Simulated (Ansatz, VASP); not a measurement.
**One calculation of CdPd, two programs**

```
Cd Pd
1.0
     2.96246    0.00000    0.00000
     0.00000    2.96246    0.00000
     0.00000    0.00000    3.62560
Cd Pd
1 1
Direct
  0.00000 0.00000 0.00000
  0.50000 0.50000 0.50000
```

Alike in both runs: task relaxation of cell and atoms; functional LDA; k mesh 14 × 14 × 12; occupations fermi-dirac, width 0.15 eV; no spin polarisation.

|  | VASP | Ansatz |
| --- | --- | --- |
| version | VASP 6.6.1 | Ansatz 0.2.0 |
| potentials or method | VASP PAW LDA potentials, release 64 (Cd, Pd), cutoff 600 eV | scalar-relativistic, plane waves, PAW |
| valence electrons in the cell | 22 | 38 |

Ansatz gave:

```
gap on the k mesh at the Fermi level, each at its own relaxed structure (eV) : none
relaxed volume (Å³/atom)                                                     : 15.93
relaxed cell length with the largest relative difference (Å)                 : 3.614
```

Task: Which values does VASP return?

Result: gap on the k mesh at the Fermi level, each at its own relaxed structure (eV): none; relaxed volume (Å³/atom): 16.07; relaxed cell length with the largest relative difference (Å): 3.633.

LDA's correlation is that of Perdew and Zunger in VASP and of Perdew and Wang (1992) in Ansatz. A gap of «none» marks a metal or a gap that the smearing closes. VASP's potentials hold 22 valence electrons a cell and Ansatz's 38, so a difference there can come from the potentials and not from the codes.
